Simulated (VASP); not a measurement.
PtSeS4:

```
Pt Se S
1.0
     5.82732    0.00000    0.00000
    -2.91366    5.04661    0.00000
     0.00000    0.00000    4.81396
Pt Se S
1 1 4
Cartesian
  0.0000 3.3644 0.0000
  0.0000 0.0000 0.0000
  2.9137 1.6822 0.0000
  0.0000 5.0398 2.4070
  -1.4510 2.5267 2.4070
  1.4510 2.5267 2.4070
```

The cell was built from a structure type or drawn by symmetry, and may not be a known phase.

| Item | Value |
| --- | --- |
| Program | VASP 6.6.1 |
| Task | relaxation of cell and atoms |
| Functional | PBE |
| Potentials or basis | VASP PAW PBE potentials, release 64 (Pt, Se, S) |
| Cutoff | 600 eV |
| k mesh | 3 × 3 × 4 |
| Occupations | gaussian, width 0.1 eV |
| Spin | no spin polarisation |

At the start: pressure -13.0 GPa; volume 23.59 Å³/atom.

Question: How do energy, volume and symmetry change on relaxing?

Answer: Over 21 steps the energy falls by 689.6 meV/atom and the volume is 19.56 Å³/atom (-17.1 %); space group P-6m2 (No. 187, to 0.1 Å) before and after.

The path:
| step | energy change (eV) | largest force (eV/Å) | pressure (GPa) | volume (Å³) |
| --- | --- | --- | --- | --- |
| 1 | 0.0000 | 0.7927 | -12.97 | 141.57 |
| 2 | -2.0769 | 0.5353 | 0.42 | 105.88 |
| 3 | -2.0776 | 0.5223 | 0.82 | 105.43 |
| 4 | -2.2023 | 0.3440 | 1.39 | 105.52 |
| 5 | -2.3944 | 0.7126 | 6.94 | 105.24 |
| 6 | -2.4542 | 0.7697 | 6.61 | 106.16 |
| 7 | -2.6476 | 0.9640 | 5.69 | 108.91 |
| 8 | -3.0035 | 1.4088 | 4.20 | 114.21 |
| 9 | -3.1572 | 2.6506 | 4.84 | 123.95 |
| 10 | -3.3811 | 1.8731 | 0.48 | 131.15 |
| 11 | -3.4112 | 1.4852 | -1.38 | 135.01 |
| 12 | -3.5154 | 1.3930 | -1.49 | 133.15 |
| 13 | -3.7865 | 1.1057 | -1.49 | 127.66 |
| 14 | -4.0746 | 0.2606 | 0.08 | 117.09 |
| 15 | -4.0747 | 0.1776 | 0.27 | 116.40 |
| 16 | -4.1231 | 0.0617 | 0.42 | 116.29 |
| 17 | -4.1348 | 0.0280 | 0.61 | 116.18 |
| 18 | -4.1348 | 0.0325 | 0.62 | 116.18 |
| 19 | -4.1367 | 0.0876 | -0.23 | 117.45 |
| 20 | -4.1369 | 0.0770 | -0.07 | 117.19 |
| 21 | -4.1376 | 0.0249 | -0.01 | 117.35 |

Final structure:
```xyz
6
Lattice="6.5286 0.0000 0.0000 -3.2643 5.6540 0.0000 0.0000 0.0000 3.1792" Properties=species:S:1:pos:R:3 pbc="T T T"
Pt    0.0000    3.7693    3.1792
Se    0.0000    0.0000    3.1792
S     3.2643    1.8847    3.1792
S     0.0000    5.5925    1.5896
S    -1.5789    2.8577    1.5896
S     1.5789    2.8577    1.5896
```

Caveat: the k points lie up to 0.49 Å⁻¹ apart in the final cell, too coarse for converged energies and pressures of a metal; the volume moved by over 15 % at a fixed basis, so the end points are rough.
